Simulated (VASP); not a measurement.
# HfB (Fm-3m) in VASP: further runs, part 2 of 2

VASP 6.6.1. Earlier steps stand in the parts before.

## Step 3: Single point, PBE

This run uses another cell than the first one, of 12.66 Å³/atom, 1.027 times its volume.

INCAR reads:

```
  ALGO = Normal
  EDIFF = 1E-7
  ENCUT = 520
  GGA = PE
  ISIF = 2
  ISMEAR = 1
  LASPH = True
  LCHARG = False
  LREAL = False
  LWAVE = False
  NBANDS = 14
  NELM = 100
  PREC = Accurate
  SIGMA = 0.1
```

KPOINTS reads:

```
k-points
0
Gamma
  9 9 9
```

POSCAR reads:

```
HfB
1.0
    0.0000000000      2.3303534716      2.3303534716
    2.3303534716      0.0000000000      2.3303534716
    2.3303534716      2.3303534716      0.0000000000
Hf B
1 1
Direct
    0.5000000000      0.5000000000      0.5000000000
    0.0000000000      0.0000000000      0.0000000000
```

Potentials or basis: VASP PAW PBE potentials, release 64 (Hf_pv, B).

Command:

```bash
$ cat potpaw_PBE.64/Hf_pv/POTCAR potpaw_PBE.64/B/POTCAR > POTCAR
$ mpirun -np 1 vasp_std > vasp.out
```

OUTCAR:

```text
EDIFF = 1E-7
   ENCUT = 520
   GGA = PE
   ISIF = 2
   ISMEAR = 1
   LASPH = True
   LREAL = False
   NELM = 100
   PREC = Accurate

 ion  position               nearest neighbor table
   1  0.500  0.500  0.500-   2 2.33   2 2.33   2 2.33   2 2.33   2 2.33   2 2.33
   2  0.000  0.000  0.000-   1 2.33   1 2.33   1 2.33   1 2.33   1 2.33   1 2.33

  LATTYP: Found a face centered cubic cell.
 ALAT       =     4.6607069432

  Lattice vectors:

 A1 = (   0.0000000000,   2.3303534716,   2.3303534716)
 A2 = (   2.3303534716,   0.0000000000,   2.3303534716)
 A3 = (   2.3303534716,   2.3303534716,   0.0000000000)

Analysis of symmetry for initial positions (statically):
=====================================================================
 Subroutine PRICEL returns:
 Original cell was already a primitive cell.

 Routine SETGRP: Setting up the symmetry group for a
 face centered cubic supercell.

 Subroutine GETGRP returns: Found 48 space group operations
 (whereof 48 operations were pure point group operations)
 out of a pool of 48 trial point group operations.

The static configuration has the point symmetry O_h .

Analysis of symmetry for dynamics (positions and initial velocities):
=====================================================================
 Subroutine PRICEL returns:
 Original cell was already a primitive cell.

 Routine SETGRP: Setting up the symmetry group for a
 face centered cubic supercell.

 Subroutine GETGRP returns: Found 48 space group operations
 (whereof 48 operations were pure point group operations)
 out of a pool of 48 trial point group operations.

The dynamic configuration has the point symmetry O_h .

 Subroutine INISYM returns: Found 48 space group operations
 (whereof 48 operations are pure point group operations),
 and found     1 'primitive' translations

----------------------------------------------------------------------------------------

                                     Primitive cell

  volume of cell :      25.3102

  direct lattice vectors                    reciprocal lattice vectors
     0.000000000  2.330353472  2.330353472    -0.214559725  0.214559725  0.214559725
[... 120 lines left out ...]
  volume of cell :       25.31
 maximum number of plane-waves:       701
 NGX is ok and might be reduce to    28
   NGX = 13   NGY = 13   NGZ = 13

 number of electron      13.0000001 magnetization

 Free energy of the ion-electron system (eV)
  ---------------------------------------------------
  ext. energy  EPLUGINS =         0.00000000
  ---------------------------------------------------
  free energy    TOTEN  =       -17.27039402 eV

  energy without entropy =      -17.27061137  energy(sigma->0) =      -17.27046647

 E-fermi :   4.9050     XC(G=0): -12.1785

 val. band max:        4.8182369770   @ k =  -0.4444   0.3333   0.1111
 cond. band min:       4.9244479575   @ k =   0.3333   0.1111   0.0000
 fundamental gap:      0.1062109806
 Fermi energy:         4.9050304799

 k-point     1 :       0.0000    0.0000    0.0000
  band No.  band energies     occupation
      1     -23.4838      2.00000
      2     -23.4838      2.00000
      3     -23.4838      2.00000
      4      -4.5320      2.00000
      5       7.1314      0.00000
      6       7.1314      0.00000
      7       7.1314      0.00000
      8       8.8372      0.00000
      9       8.8372      0.00000
     10       8.8372      0.00000
     11       9.0823      0.00000
     12       9.0823      0.00000
     13      16.5322      0.00000
     14      17.5671      0.00000
[... 377 lines left out ...]
      1     -24.0711      2.00000
      2     -23.7128      2.00000
      3     -23.7128      2.00000
      4      -1.6934      2.00000
      5       3.7242      2.00000
      6       3.9921      2.00000
      7       7.1550      0.00000
      8       7.1550      0.00000
      9      10.9633      0.00000
     10      12.7181      0.00000
     11      12.7181      0.00000
     12      14.5453      0.00000
     13      18.1866      0.00000
     14      19.9951      0.00000

 [... further k-points ...]

------------------------ aborting loop because EDIFF is reached ----------------------------------------

  FORCE on cell =-STRESS in cart. coord.  units (eV):
  Direction    XX          YY          ZZ          XY          YZ          ZX
  --------------------------------------------------------------------------------------
  -------------------------------------------------------------------------------------
  Total        3.7318795      3.7318795      3.7318795     -0.0000000      0.0000000     -0.0000000
  in kB      236.2342157    236.2342157    236.2342157     -0.0000000      0.0000000     -0.0000000
  external PRESSURE =     236.2342157 kB  Pullay stress =       0.0000000 kB

 VOLUME and BASIS-vectors are now :
 -----------------------------------------------------------------------------
  energy-cutoff  :      520.00
  volume of cell :       25.31
      direct lattice vectors                 reciprocal lattice vectors
     0.000000000  2.330353472  2.330353472    -0.214559725  0.214559725  0.214559725
     2.330353472  0.000000000  2.330353472     0.214559725 -0.214559725  0.214559725
     2.330353472  2.330353472  0.000000000     0.214559725  0.214559725 -0.214559725

 POSITION                                       TOTAL-FORCE (eV/Angst)
 -----------------------------------------------------------------------------------
      2.33035      2.33035      2.33035         0.000000      0.000000      0.000000
      0.00000      0.00000      0.00000        -0.000000     -0.000000     -0.000000
 -----------------------------------------------------------------------------------
    total drift:                                0.000000      0.000000      0.000000

  FREE ENERGIE OF THE ION-ELECTRON SYSTEM (eV)
  ---------------------------------------------------
  free  energy   TOTEN  =       -17.2703940177 eV

  energy  without entropy=      -17.2706113681  energy(sigma->0) =      -17.27046647
```

OSZICAR:

```text
N       E                     dE             d eps       ncg     rms          rms(c)
DAV:   1     0.236709542800E+02    0.23671E+02   -0.70783E+03   980   0.882E+02
DAV:   2    -0.178002330193E+02   -0.41471E+02   -0.39205E+02  1214   0.196E+02
DAV:   3    -0.189086915545E+02   -0.11085E+01   -0.11061E+01  1208   0.219E+01
DAV:   4    -0.189122669437E+02   -0.35754E-02   -0.35753E-02  1088   0.158E+00
DAV:   5    -0.189122839271E+02   -0.16983E-04   -0.16983E-04  1232   0.984E-02    0.638E+01
DAV:   6    -0.173317960086E+02    0.15805E+01   -0.25171E+00  1148   0.991E+00    0.404E+01
DAV:   7    -0.172989287768E+02    0.32867E-01   -0.80857E-01  1262   0.562E+00    0.974E+00
DAV:   8    -0.172705647362E+02    0.28364E-01   -0.87543E-02  1120   0.178E+00    0.112E+00
DAV:   9    -0.172704320867E+02    0.13265E-03   -0.63857E-03  1262   0.556E-01    0.160E-01
DAV:  10    -0.172703997229E+02    0.32364E-04   -0.31529E-04  1100   0.116E-01    0.389E-02
DAV:  11    -0.172703939851E+02    0.57378E-05   -0.25543E-05  1124   0.343E-02    0.152E-02
DAV:  12    -0.172703941930E+02   -0.20796E-06   -0.88398E-07  1244   0.688E-03    0.123E-02
DAV:  13    -0.172703940041E+02    0.18894E-06   -0.95488E-08   894   0.228E-03    0.951E-04
DAV:  14    -0.172703940177E+02   -0.13559E-07   -0.13383E-08   646   0.952E-04
   1 F= -.17270394E+02 E0= -.17270466E+02  d E =0.217350E-03
```

It took 22 s on 1 thread of AMD EPYC 7R43 (Zen 3), shared host; peak memory 0.12 GiB.

Results:

- Free energy: -17.2704 eV
- Pressure: 23.6 GPa

Caveat: spin-orbit coupling is left out, which moves the levels of the heavy elements.

## Step 4: Single point, PBE

This run uses another cell than the first one, of 12.98 Å³/atom, 1.053 times its volume.

INCAR reads:

```
SYSTEM = HfB
PREC = Accurate
ENCUT = 520
EDIFF = 1E-7
ISMEAR = 1
SIGMA = 0.1
LREAL = .FALSE.
LASPH = .TRUE.
NELM = 100
ALGO = Normal
ISIF = 2
LWAVE = .FALSE.
LCHARG = .FALSE.
GGA = PE
NBANDS = 14
```

KPOINTS reads:

```
regular mesh
0
G
  9 9 9
  0 0 0
```

POSCAR reads:

```
HfB
1.0
    0.0000000000      2.3503574842      2.3503574842
    2.3503574842      0.0000000000      2.3503574842
    2.3503574842      2.3503574842      0.0000000000
Hf B
1 1
Direct
    0.5000000000      0.5000000000      0.5000000000
    0.0000000000      0.0000000000      0.0000000000
```

Potentials or basis: VASP PAW PBE potentials, release 64 (Hf_pv, B).

Command:

```bash
$ cat potpaw_PBE.64/Hf_pv/POTCAR potpaw_PBE.64/B/POTCAR > POTCAR
$ mpirun -np 1 vasp_std > vasp.out
```

OUTCAR:

```text
SYSTEM = HfB
   PREC = Accurate
   ENCUT = 520
   EDIFF = 1E-7
   ISMEAR = 1
   LREAL = .FALSE.
   LASPH = .TRUE.
   NELM = 100
   ISIF = 2
   GGA = PE

 ion  position               nearest neighbor table
   1  0.500  0.500  0.500-   2 2.35   2 2.35   2 2.35   2 2.35   2 2.35   2 2.35
   2  0.000  0.000  0.000-   1 2.35   1 2.35   1 2.35   1 2.35   1 2.35   1 2.35

  LATTYP: Found a face centered cubic cell.
 ALAT       =     4.7007149684

  Lattice vectors:

 A1 = (   0.0000000000,   2.3503574842,   2.3503574842)
 A2 = (   2.3503574842,   0.0000000000,   2.3503574842)
[... 595 lines left out ...]

  FORCE on cell =-STRESS in cart. coord.  units (eV):
  Direction    XX          YY          ZZ          XY          YZ          ZX
  --------------------------------------------------------------------------------------
  -------------------------------------------------------------------------------------
  Total        2.7926542      2.7926542      2.7926542      0.0000000      0.0000000      0.0000000
  in kB      172.3042493    172.3042493    172.3042493      0.0000000      0.0000000      0.0000000
  external PRESSURE =     172.3042493 kB  Pullay stress =       0.0000000 kB

 VOLUME and BASIS-vectors are now :
 -----------------------------------------------------------------------------
  energy-cutoff  :      520.00
  volume of cell :       25.97
      direct lattice vectors                 reciprocal lattice vectors
     0.000000000  2.350357484  2.350357484    -0.212733596  0.212733596  0.212733596
     2.350357484  0.000000000  2.350357484     0.212733596 -0.212733596  0.212733596
     2.350357484  2.350357484  0.000000000     0.212733596  0.212733596 -0.212733596

 POSITION                                       TOTAL-FORCE (eV/Angst)
 -----------------------------------------------------------------------------------
      2.35036      2.35036      2.35036        -0.000000     -0.000000     -0.000000
      0.00000      0.00000      0.00000         0.000000      0.000000      0.000000
 -----------------------------------------------------------------------------------
    total drift:                                0.000000      0.000000      0.000000

  FREE ENERGIE OF THE ION-ELECTRON SYSTEM (eV)
  ---------------------------------------------------
  free  energy   TOTEN  =       -17.3542273512 eV

  energy  without entropy=      -17.3547840510  energy(sigma->0) =      -17.35441292
```

It took 28 s on 1 thread of AMD EPYC 7R43 (Zen 3), shared host; peak memory 0.13 GiB.

Results:

| Property | Result |
| --- | --- |
| Free energy | -17.3542 eV |
| Pressure | 17.2 GPa |

Levels at points of the mesh, in eV from the Fermi level:
| k point | band 3 | band 4 | band 5 | band 6 | band 7 | band 8 | band 9 | band 10 |
| --- | --- | --- | --- | --- | --- | --- | --- | --- |
| (0.00, 0.00, 0.00) | -28.53 | -9.36 | 2.20 | 2.20 | 2.20 | 3.85 | 3.85 | 3.85 |

Caveat: spin-orbit coupling is left out, which moves the levels of the heavy elements.

## Step 5: Single point, PBE

This run uses another cell than the first one, of 13.31 Å³/atom, 1.080 times its volume.

INCAR reads:

```
PREC = Accurate
ENCUT = 520
EDIFF = 1E-7
ISMEAR = 1
SIGMA = 0.1
LREAL = False
LASPH = True
NELM = 60
ALGO = Normal
ISIF = 2
LWAVE = False
LCHARG = True
GGA = PE
LELF = True
LVHAR = True
NBANDS = 14
```

KPOINTS reads:

```
Automatic mesh
0
Gamma
  9 9 9
```

POSCAR reads:

```
HfB
1.0
    0.0000000000      2.3700266621      2.3700266621
    2.3700266621      0.0000000000      2.3700266621
    2.3700266621      2.3700266621      0.0000000000
Hf B
1 1
Direct
    0.5000000000      0.5000000000      0.5000000000
    0.0000000000      0.0000000000      0.0000000000
```

Command:

```bash
$ cat potpaw_PBE.64/Hf_pv/POTCAR potpaw_PBE.64/B/POTCAR > POTCAR
$ mpirun -np 1 vasp_std > vasp.out
```

Run time: 27 s. Hardware: 1 thread of AMD EPYC 7R43 (Zen 3), shared host; peak memory 0.12 GiB.

Results (log left out):

* Free energy: -17.4132 eV
* Pressure: 11.5 GPa

Levels at points of the mesh, in eV from the Fermi level:
| k point | band 3 | band 4 | band 5 | band 6 | band 7 | band 8 | band 9 | band 10 |
| --- | --- | --- | --- | --- | --- | --- | --- | --- |
| (0.00, 0.00, 0.00) | -28.67 | -9.28 | 2.16 | 2.16 | 2.16 | 3.78 | 3.78 | 3.78 |

Caveat: spin-orbit coupling is left out, which moves the levels of the heavy elements.

## Step 6: Overview

| cell | gap on the mesh (eV) | pressure (GPa) |
| --- | --- | --- |
| a = 3.267 Å, angles 60.0°, 2 atoms | none | 30.8 |
| a = 3.296 Å, angles 60.0°, 2 atoms | none | 23.6 |
| a = 3.324 Å, angles 60.0°, 2 atoms | none | 17.2 |
| a = 3.352 Å, angles 60.0°, 2 atoms | none | 11.5 |

Alike in all rows: task single point; level PBE; potentials or basis VASP PAW PBE potentials, release 64 (Hf_pv, B); no spin polarisation; k mesh 9 × 9 × 9; cutoff (eV) 520; smearing methfessel-paxton 0.1 eV.

Caveats: spin-orbit coupling is left out, which moves the levels of the heavy elements.

Absolute energies hang on the potentials; compare differences alone.
